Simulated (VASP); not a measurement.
# WSe2 (P6_3/mmc) in VASP: a series of runs

WSe2 is run at these levels: PBEsol; tasks: single point.

All numbers are computed with VASP 6.6.1; they aren't measurements. Logs are shortened: lines on timing, memory, paths and dates and some standing lists are left out, and cuts for length are marked.

### Step 1. The cell of the first run

It takes space group P6_3/mmc (No. 194, hexagonal). The conventional cell has a = 3.286 Å, b = 3.286 Å, c = 13.598 Å, α = 90.00°, β = 90.00°, γ = 120.00°. W (site symmetry -6m2) has 6 Se at 2.51 Å and 6 W at 3.29 Å within 3.3 Å. Se (site symmetry 3m) has 3 W at 2.51 Å and 7 Se at 3.29 Å within 3.3 Å.

### Step 2. Single point, PBEsol

INCAR reads:

```
  PREC = Accurate
  ENCUT = 520
  EDIFF = 1E-6
  ISMEAR = 0
  SIGMA = 0.05
  LREAL = False
  LASPH = True
  NELM = 80
  ALGO = Normal
  ISIF = 2
  LWAVE = False
  LCHARG = False
  GGA = PS
  NBANDS = 35
```

KPOINTS reads:

```
Automatic mesh
0
Gamma
  9 9 2
```

POSCAR reads:

```
WSe2
1.0
    3.2863959529      0.0000000000      0.0000000000
   -1.6431979765      2.8461023821      0.0000000000
    0.0000000000      0.0000000000     13.5984183447
W Se
2 4
Direct
    0.6666666700      0.3333333300      0.7500000000
    0.3333333300      0.6666666700      0.2500000000
    0.3333333300      0.6666666700      0.8710007900
    0.6666666700      0.3333333300      0.3710007900
    0.3333333300      0.6666666700      0.6289992100
    0.6666666700      0.3333333300      0.1289992100
```

Potentials or basis: VASP PAW PBE potentials, release 64 (W_sv, Se).

Started as:

```bash
cat potpaw_PBE.64/W_sv/POTCAR potpaw_PBE.64/Se/POTCAR > POTCAR
mpirun -np 1 vasp_std > vasp.out
```

OUTCAR:

```text
PREC = Accurate
   ENCUT = 520
   EDIFF = 1E-6
   ISMEAR = 0
   LREAL = False
   LASPH = True
   NELM = 80
   ISIF = 2
   GGA = PS

 ion  position               nearest neighbor table
   1  0.667  0.333  0.750-   3 2.51   5 2.51   3 2.51   5 2.51   3 2.51   5 2.51
   2  0.333  0.667  0.250-   4 2.51   6 2.51   4 2.51   6 2.51   4 2.51   6 2.51
   3  0.333  0.667  0.871-   1 2.51   1 2.51   1 2.51
   4  0.667  0.333  0.371-   2 2.51   2 2.51   2 2.51
   5  0.333  0.667  0.629-   1 2.51   1 2.51   1 2.51
   6  0.667  0.333  0.129-   2 2.51   2 2.51   2 2.51

  LATTYP: Found a hexagonal cell.
 ALAT       =     3.2863959529
 C/A-ratio  =     4.1377906191

  Lattice vectors:

 A1 = (   3.2863959529,   0.0000000000,   0.0000000000)
 A2 = (  -1.6431979765,   2.8461023821,   0.0000000000)
 A3 = (   0.0000000000,   0.0000000000,  13.5984183447)

Analysis of symmetry for initial positions (statically):
=====================================================================
 Subroutine PRICEL returns:
 Original cell was already a primitive cell.

 Routine SETGRP: Setting up the symmetry group for a
 hexagonal supercell.

 Subroutine GETGRP returns: Found 24 space group operations
 (whereof 12 operations were pure point group operations)
 out of a pool of 24 trial point group operations.

The static configuration has the point symmetry D_3d.
 The point group associated with its full space group is D_6h.

Analysis of symmetry for dynamics (positions and initial velocities):
=====================================================================
 Subroutine PRICEL returns:
 Original cell was already a primitive cell.

 Routine SETGRP: Setting up the symmetry group for a
 hexagonal supercell.

 Subroutine GETGRP returns: Found 24 space group operations
 (whereof 12 operations were pure point group operations)
 out of a pool of 24 trial point group operations.

The dynamic configuration has the point symmetry D_3d.
 The point group associated with its full space group is D_6h.

 Subroutine INISYM returns: Found 24 space group operations
 (whereof 12 operations are pure point group operations),
 and found     1 'primitive' translations

----------------------------------------------------------------------------------------

                                     Primitive cell

  volume of cell :     127.1917

  direct lattice vectors                    reciprocal lattice vectors
     3.286395953  0.000000000  0.000000000     0.304284698  0.175678852  0.000000000
    -1.643197976  2.846102382  0.000000000     0.000000000  0.351357705  0.000000000
     0.000000000  0.000000000 13.598418345     0.000000000  0.000000000  0.073537964

  length of vectors
     3.286395953  3.286395953 13.598418345     0.351357705  0.351357705  0.073537964

  position of ions in fractional coordinates (direct lattice)
     0.666666670  0.333333330  0.750000000
     0.333333330  0.666666670  0.250000000
     0.333333330  0.666666670  0.871000790
     0.666666670  0.333333330  0.371000790
     0.333333330  0.666666670  0.628999210
     0.666666670  0.333333330  0.128999210

  ion indices of the primitive-cell ions
   primitive index   ion index
                 1           1
                 2           2
                 3           3
                 4           4
                 5           5
                 6           6

----------------------------------------------------------------------------------------

 KPOINTS: Automatic mesh

Automatic generation of k-mesh.
 Grid dimensions read from file:
 generate k-points for:    9    9    2

 Generating k-lattice:

  Cartesian coordinates                     Fractional coordinates (reciprocal lattice)
     0.033809411  0.019519872  0.000000000     0.111111111  0.000000000  0.000000000
     0.000000000  0.039039745  0.000000000     0.000000000  0.111111111  0.000000000
     0.000000000  0.000000000  0.036768982     0.000000000  0.000000000  0.500000000

  Length of vectors
     0.039039745  0.039039745  0.036768982

  Shift w.r.t. Gamma in fractional coordinates (k-lattice)
     0.000000000  0.000000000  0.000000000

 Subroutine IBZKPT returns following result:
 ===========================================

 Found     24 irreducible k-points:

 Following reciprocal coordinates:
            Coordinates               Weight
  0.000000  0.000000  0.000000      1.000000
  0.111111  0.000000  0.000000      6.000000
  0.222222  0.000000  0.000000      6.000000
  0.333333  0.000000  0.000000      6.000000
  0.444444  0.000000  0.000000      6.000000
  0.111111  0.111111  0.000000      6.000000
[... 16 lines left out ...]
  0.333333  0.222222  0.500000     12.000000
  0.333333  0.333333  0.500000      2.000000
   k-points           NKPTS =     24   k-points in BZ     NKDIM =     24   number of bands    NBANDS=     35
   number of dos      NEDOS =    301   number of ions     NIONS =      6
   total plane-waves  NPLWV =  62208
   dimension x,y,z NGX =    24 NGY =   24 NGZ =  108
   dimension x,y,z NGXF=    48 NGYF=   48 NGZF=  216
   ions per type =               2   4
   NGX,Y,Z   is equivalent  to a cutoff of  12.14, 12.14, 13.20 a.u.
   NGXF,Y,Z  is equivalent  to a cutoff of  24.28, 24.28, 26.41 a.u.
 SYSTEM =  unknown system
   PREC   = accura    normal or accurate (medium, high low for compatibility)
   ISTART =      0    job   : 0-new  1-cont  2-samecut
   ICHARG =      2    charge: 1-file 2-atom 10-const
   ISPIN  =      1    spin polarized calculation?
   LNONCOLLINEAR =      F non collinear calculations
   LSORBIT =      F    spin-orbit coupling
   LASPH  =      T    aspherical Exc in radial PAW
   ENCUT  =  520.0 eV  38.22 Ry    6.18 a.u.   6.11  6.11 25.28*2*pi/ulx,y,z
   NELM   =     80;   NELMIN=  2; NELMDL= -5     # of ELM steps
   EDIFF  = 0.1E-05   stopping-criterion for ELM
   LREAL  =      F    real-space projection
   EDIFFG = 0.1E-04   stopping-criterion for IOM
   NSW    =      0    number of steps for IOM
   IBRION =     -1    ionic relax: 0-MD 1-quasi-New 2-CG
   NFREE  =      0    steps in history (QN), initial steepest desc. (CG)
   ISIF   =      2    stress and relaxation
   ISYM   =      2    0-nonsym 1-usesym 2-fastsym
   POTIM  = 0.5000    time-step for ionic-motion
   TEBEG  =    0.0;   TEEND  =   0.0 temperature during run
   PSTRESS=    0.0 pullay stress
   NELECT =      52.0000    total number of electrons
   NUPDOWN=      -1.0000    fix difference up-down
   EMIN   =  10.00;   EMAX   =-10.00  energy-range for DOS
   EFERMI =   0.00;   METHOD = LEGACY
   ISMEAR =     0;   SIGMA  =   0.05  broadening in eV -4-tet -1-fermi 0-gaus
   EFERMI_NEDOS =   21; number of points for ismear=-14 and -15
   IALGO  =     38    algorithm
   IMIX   =      4    mixing-type and parameters
     AMIX     =   0.40;   BMIX     =  1.00
     AMIX_MAG =   1.60;   BMIX_MAG =  1.00
  volume/ion in A,a.u.               =      21.20       143.06
  Fermi-wavevector in a.u.,A,eV,Ry     =   1.215037  2.296088 20.086500  1.476316
  Thomas-Fermi vector in A             =   2.350438
   LORBIT       =      0    0 simple, 1 ext, 2 COOP (PROOUT), +10 PAW based schemes
   GGA     = PS    functional components
   LHFCALC =     F    Hartree Fock is set to
   AEXX    =    0.0000 exact exchange contribution
   IVDW    =     0    specifies the selected vdW correction
   LEPSILON=     F    determine dielectric tensor
   LRPA    =     F    only Hartree local field effects (RPA)
 non-spin polarized calculation
 Gauss-broadening in eV      SIGMA  =   0.05
  energy-cutoff  :      520.00
  volume of cell :      127.19
 maximum number of plane-waves:      3474
   NGX = 13   NGY = 13   NGZ = 51

 number of electron      51.9999989 magnetization

 Free energy of the ion-electron system (eV)
  ---------------------------------------------------
  ext. energy  EPLUGINS =         0.00000000
  ---------------------------------------------------
  free energy    TOTEN  =       -46.51536342 eV

  energy without entropy =      -46.51536342  energy(sigma->0) =      -46.51536342

 E-fermi :   5.8043     XC(G=0): -10.5549

 val. band max:        5.5439130711   @ k =   0.0000   0.0000   0.0000
 cond. band min:       6.8137334766   @ k =   0.2222   0.1111   0.0000
 fundamental gap:      1.2698204054
 Fermi energy:         5.8043467059

 k-point     1 :       0.0000    0.0000    0.0000
  band No.  band energies     occupation
      1     -68.6244      2.00000
      2     -68.6244      2.00000
      3     -32.8878      2.00000
      4     -32.8878      2.00000
      5     -32.7602      2.00000
      6     -32.7602      2.00000
[... 27 lines left out ...]
     34       8.6451      0.00000
     35       9.9832      0.00000

 k-point     2 :       0.1111    0.0000    0.0000
  band No.  band energies     occupation
      1     -68.6231      2.00000
      2     -68.6231      2.00000
      3     -32.8823      2.00000
      4     -32.8823      2.00000
      5     -32.7889      2.00000
      6     -32.7889      2.00000
[... 27 lines left out ...]
     34       8.6986      0.00000
     35      10.9547      0.00000

 k-point     3 :       0.2222    0.0000    0.0000
  band No.  band energies     occupation
      1     -68.6200      2.00000
      2     -68.6200      2.00000
      3     -32.8681      2.00000
      4     -32.8681      2.00000
      5     -32.8610      2.00000
      6     -32.8610      2.00000
[... 27 lines left out ...]
     34       9.3460      0.00000
     35      11.8109      0.00000

 k-point     4 :       0.3333    0.0000    0.0000
  band No.  band energies     occupation
      1     -68.6164      2.00000
      2     -68.6164      2.00000
      3     -32.9417      2.00000
      4     -32.9417      2.00000
      5     -32.8520      2.00000
      6     -32.8520      2.00000
[... 27 lines left out ...]
     34       9.8335      0.00000
     35      11.1319      0.00000

 k-point     5 :       0.4444    0.0000    0.0000
  band No.  band energies     occupation
      1     -68.6140      2.00000
      2     -68.6140      2.00000
      3     -32.9938      2.00000
      4     -32.9938      2.00000
      5     -32.8414      2.00000
      6     -32.8414      2.00000
[... 638 lines left out ...]
 k-point    22 :       0.2222    0.2222    0.5000
  band No.  band energies     occupation
      1     -68.6148      2.00000
      2     -68.6148      2.00000
      3     -32.9465      2.00000
      4     -32.9465      2.00000
      5     -32.8449      2.00000
      6     -32.8449      2.00000
[... 27 lines left out ...]
     34       9.9656      0.00000
     35      12.0606      0.00000

 k-point    23 :       0.3333    0.2222    0.5000
  band No.  band energies     occupation
      1     -68.6130      2.00000
      2     -68.6130      2.00000
      3     -32.9654      2.00000
      4     -32.9654      2.00000
      5     -32.8733      2.00000
      6     -32.8733      2.00000
[... 27 lines left out ...]
     34       9.9992      0.00000
     35      11.1752      0.00000

 k-point    24 :       0.3333    0.3333    0.5000
  band No.  band energies     occupation
      1     -68.6124      2.00000
      2     -68.6124      2.00000
      3     -32.9417      2.00000
      4     -32.9417      2.00000
      5     -32.9145      2.00000
      6     -32.9145      2.00000
[... 27 lines left out ...]
     34      10.1853      0.00000
     35      11.6267      0.00000

------------------------ aborting loop because EDIFF is reached ----------------------------------------

  FORCE on cell =-STRESS in cart. coord.  units (eV):
  Direction    XX          YY          ZZ          XY          YZ          ZX
  --------------------------------------------------------------------------------------
  -------------------------------------------------------------------------------------
  Total        0.4711654      0.4711654      2.8445798     -0.0000000      0.0000000      0.0000000
  in kB        5.9350607      5.9350607     35.8319047     -0.0000000      0.0000000      0.0000000
  external PRESSURE =      15.9006754 kB  Pullay stress =       0.0000000 kB

 VOLUME and BASIS-vectors are now :
 -----------------------------------------------------------------------------
  energy-cutoff  :      520.00
  volume of cell :      127.19
      direct lattice vectors                 reciprocal lattice vectors
     3.286395953  0.000000000  0.000000000     0.304284698  0.175678852  0.000000000
    -1.643197976  2.846102382  0.000000000     0.000000000  0.351357705  0.000000000
     0.000000000  0.000000000 13.598418345     0.000000000  0.000000000  0.073537964

 POSITION                                       TOTAL-FORCE (eV/Angst)
 -----------------------------------------------------------------------------------
      1.64320      0.94870     10.19881        -0.000000     -0.000000      0.000000
     -0.00000      1.89740      3.39960         0.000000     -0.000000      0.000000
     -0.00000      1.89740     11.84423         0.000000      0.000000      0.497353
      1.64320      0.94870      5.04502         0.000000      0.000000      0.497353
     -0.00000      1.89740      8.55339         0.000000      0.000000     -0.497353
      1.64320      0.94870      1.75419         0.000000      0.000000     -0.497353
 -----------------------------------------------------------------------------------
    total drift:                               -0.000009      0.000005     -0.000000

  FREE ENERGIE OF THE ION-ELECTRON SYSTEM (eV)
  ---------------------------------------------------
  free  energy   TOTEN  =       -46.5153634156 eV

  energy  without entropy=      -46.5153634156  energy(sigma->0) =      -46.51536342
```

It took 3 min on 1 thread of AMD EPYC 7R43 (Zen 3), shared host; peak memory 0.23 GiB.

What came out:

```yaml
Free_energy: -46.5154 eV
Pressure: 1.6 GPa
Largest_force: 0.497 eV/Å
Band_gap_on_the_k_mesh: 1.27 eV, indirect (least direct gap 1.51 eV)
```

Forces on the atoms (eV/Å):
```
W    0.000  0.000  0.000
W    0.000  0.000  0.000
Se   0.000  0.000  0.497
Se   0.000  0.000  0.497
Se   0.000  0.000 -0.497
Se   0.000  0.000 -0.497
```

Caveat: the PAW data sets were made with another functional, which shifts forces and pressure a little; spin-orbit coupling is left out, which moves the levels of the heavy elements; this functional lacks dispersion, which binds the layers, so the pressure and a relaxed spacing across them are unreliable.

### Step 3. Single point, PBEsol

This run uses another cell than the first one, of 21.85 Å³/atom, 1.031 times its volume.

INCAR reads:

```
PREC = Accurate
ENCUT = 520
EDIFF = 1E-6
ISMEAR = 0
SIGMA = 0.05
LREAL = False
LASPH = True
NELM = 80
ALGO = Normal
ISIF = 2
LWAVE = False
LCHARG = True
GGA = PS
LELF = True
LVHAR = True
NBANDS = 35
```

KPOINTS reads:

```
regular mesh
0
Gamma
  9 9 2
```

POSCAR, as its differences from that of step 2:

```diff
@@ -2,5 +2,5 @@
 1.0
-    3.2863959529      0.0000000000      0.0000000000
-   -1.6431979765      2.8461023821      0.0000000000
-    0.0000000000      0.0000000000     13.5984183447
+    3.3199329218      0.0000000000      0.0000000000
+   -1.6599664609      2.8751462491      0.0000000000
+    0.0000000000      0.0000000000     13.7371873000
 W Se
```

Potentials or basis: VASP PAW PBE potentials, release 64 (W_sv, Se).

Started as:

```bash
cat potpaw_PBE.64/W_sv/POTCAR potpaw_PBE.64/Se/POTCAR > POTCAR
mpirun -np 1 vasp_std > vasp.out
```

It took 4.1 min on 1 thread of AMD EPYC 7R43 (Zen 3), shared host; peak memory 0.28 GiB.

The run converged. Its results:

```yaml
Free_energy: -46.5043 eV
Pressure: -2.4 GPa
Largest_force: 0.036 eV/Å
Band_gap_on_the_k_mesh: 1.27 eV, indirect (least direct gap 1.45 eV)
```

Forces on the atoms (eV/Å):
```
W    0.000  0.000  0.000
W    0.000  0.000  0.000
Se   0.000  0.000 -0.036
Se   0.000  0.000 -0.036
Se   0.000  0.000  0.036
Se   0.000  0.000  0.036
```

Stress tensor (GPa, compression positive):
```
-3.20  0.00  0.00
 0.00 -3.20  0.00
 0.00  0.00 -0.91
```

Levels at points of the mesh, in eV from the valence-band top:
| k point | band 23 | band 24 | band 25 | band 26 | band 27 | band 28 | band 29 | band 30 |
| --- | --- | --- | --- | --- | --- | --- | --- | --- |
| (0.00, 0.00, 0.00) | -1.47 | -1.34 | -0.84 | 0.00 | 2.71 | 2.71 | 2.73 | 2.73 |
| (0.00, 0.00, 0.50) | -1.48 | -1.48 | -0.23 | -0.23 | 2.71 | 2.71 | 2.71 | 2.71 |

Caveat: the PAW data sets were made with another functional, which shifts forces and pressure a little; spin-orbit coupling is left out, which moves the levels of the heavy elements; this functional lacks dispersion, which binds the layers, so the pressure and a relaxed spacing across them are unreliable. A k mesh can miss the band edges.
